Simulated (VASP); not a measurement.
Here is a VASP 6.6.1 calculation.

File POSCAR:

```
ZnSnN2
1.0
    3.4155076662      0.0000000000      0.0000000000
    0.0000000000      3.4155076662      0.0000000000
    0.0000000000      0.0000000000      4.7461746462
Zn N Sn
1 2 1
Direct
    0.0000000000      0.0000000000      0.0000000000
    0.0000000000      0.5000000000      0.2448435878
    0.5000000000      0.0000000000      0.7551564122
    0.5000000000      0.5000000000      0.5000000000
```

File INCAR.step1:

```
  ALGO = Normal
  EDIFF = 1E-4
  ENCUT = 520
  GGA = PE
  ISMEAR = -1
  LASPH = T
  LCHARG = F
  LREAL = F
  LWAVE = T
  NBANDS = 26
  NELM = 80
  PREC = Accurate
  SIGMA = 0.02
```

The input INCAR.step2:

```
  ALGO = Normal
  EDIFF = 1E-7
  ENCUT = 520
  ISIF = 2
  ISMEAR = -1
  ISTART = 1
  LASPH = T
  LCHARG = T
  LELF = T
  LMIXTAU = T
  LREAL = F
  LVHAR = T
  LWAVE = F
  METAGGA = R2SCAN
  NBANDS = 26
  NELM = 80
  PREC = Accurate
  SIGMA = 0.02
```

The input KPOINTS:

```
k-points
0
Gamma
  6 6 4
```

Potentials or basis: VASP PAW PBE potentials, release 64 (Zn, N, Sn_d).

The run is started by

```bash
$ cat potpaw_PBE.64/Zn/POTCAR potpaw_PBE.64/N/POTCAR potpaw_PBE.64/Sn_d/POTCAR > POTCAR
$ cp INCAR.step1 INCAR
$ mpirun -np 1 vasp_std > vasp.out
$ cp INCAR.step2 INCAR
$ mpirun -np 1 vasp_std > vasp.out
```

(1) Estimate the pressure.

(2) What does it give for the largest force?

(3) Estimate the band gap on the k mesh.

Results:

(1) -4.0 GPa.

(2) 0.094 eV/Å.

(3) 0.24 eV, direct.

Caveat: the PAW data sets were made with another functional, which shifts forces and pressure a little; spin-orbit coupling is left out, which moves the levels of the heavy elements.
